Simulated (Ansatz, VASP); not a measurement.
# SiC in VASP and in Ansatz

```xyz
2
Lattice="0.0000 2.2080 2.1197 2.2080 0.0000 2.1197 2.2080 2.2080 0.0000" Properties=species:S:1:pos:R:3 pbc="T T T"
Si    0.0000    0.0000    0.0000
C     3.3120    3.3120    3.1795
```

Alike in both runs: task single point; functional r2SCAN; k mesh 12 × 12 × 12; occupations gaussian, width 0.05 eV; no spin polarisation.

|  | VASP | Ansatz |
| --- | --- | --- |
| version | VASP 6.6.1 | Ansatz 0.2.0 |
| potentials or method | VASP PAW PBE potentials, release 64 (Si, C), cutoff 520 eV | scalar-relativistic, plane waves, PAW |
| valence electrons in the cell | 8 | 8 |

|  | VASP | Ansatz | Ansatz less VASP |
| --- | --- | --- | --- |
| gap on the k mesh at the Fermi level (eV) | 1.30 | 1.29 | -0.011 |
| least direct gap on the mesh (eV) | 5.01 | 5.00 | -0.013 |
| pressure (GPa) | -0.3 | -0.1 | +0.17 |
| traceless stress, the component that is largest in VASP (GPa) | 7.03 | 6.99 | -0.034 |

VASP's potentials were made for PBE, not for r2SCAN.
